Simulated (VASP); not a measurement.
Set up this calculation in VASP 6.6.1, as the native input.

* Task: relaxation of cell and atoms
* Functional: revPBE
* Dispersion: D3(BJ)
* Potentials or basis: VASP PAW PBE potentials, release 64 (I, Cu)
* Cutoff: 600 eV
* k mesh: 8 × 8 × 8
* Occupations: fermi-dirac, width 0.05 eV
* Spin: no spin polarisation
* Dipole correction: no
* Further INCAR settings: ALGO = Normal; EDIFF = 1e-06; IBRION = 2; EDIFFG = -0.02; NSW = 80; ISIF = 3

The structure of CuI (Marshite) lies in POSCAR:

```
CuI
1.0
    0.0000000000      3.0315000000      3.0315000000
    3.0315000000      0.0000000000      3.0315000000
    3.0315000000      3.0315000000      0.0000000000
I Cu
1 1
Direct
    0.0000000000      0.0000000000      0.0000000000
    0.7500000000      0.7500000000      0.7500000000
```

The input as run:

INCAR

```
PREC = Accurate
ENCUT = 600
EDIFF = 1E-6
ISMEAR = -1
SIGMA = 0.05
LREAL = False
LASPH = True
NELM = 80
ALGO = Normal
ISIF = 3
LWAVE = False
LCHARG = False
GGA = RE
IVDW = 12
IBRION = 2
NSW = 80
EDIFFG = -0.02
```

KPOINTS

```
Automatic mesh
0
Gamma
  8 8 8
```

Potentials or basis: VASP PAW PBE potentials, release 64 (I, Cu).

The run is started by

```sh
$ cat potpaw_PBE.64/I/POTCAR potpaw_PBE.64/Cu/POTCAR > POTCAR
$ mpirun -np 1 vasp_std > vasp.out
```

It gave:

The relaxed volume is 26.18 Å³/atom and the relaxed cell is a = 4.199 Å, b = 4.199 Å, c = 4.199 Å, α = 60.00°, β = 60.00°, γ = 60.00°. The space group after relaxing (to 0.05 Å) is F-43m (No. 216) and the energy gained by relaxing is 14.3 meV/atom. The ionic steps are 3, the pressure after relaxing is 0.0 GPa and the band gap on the k mesh is 1.41 eV, direct. The dispersion energy per atom is -0.705 eV.

Caveat: the PAW data sets were made with another functional, which shifts forces and pressure a little; spin-orbit coupling is left out, which moves the levels of the heavy elements.

Run time: 100 s on 1 thread of Intel(R) Xeon(R) Platinum 8259CL CPU @ 2.50GHz (Skylake/Cascade Lake), with other jobs on the host, peak memory 0.23 GiB.
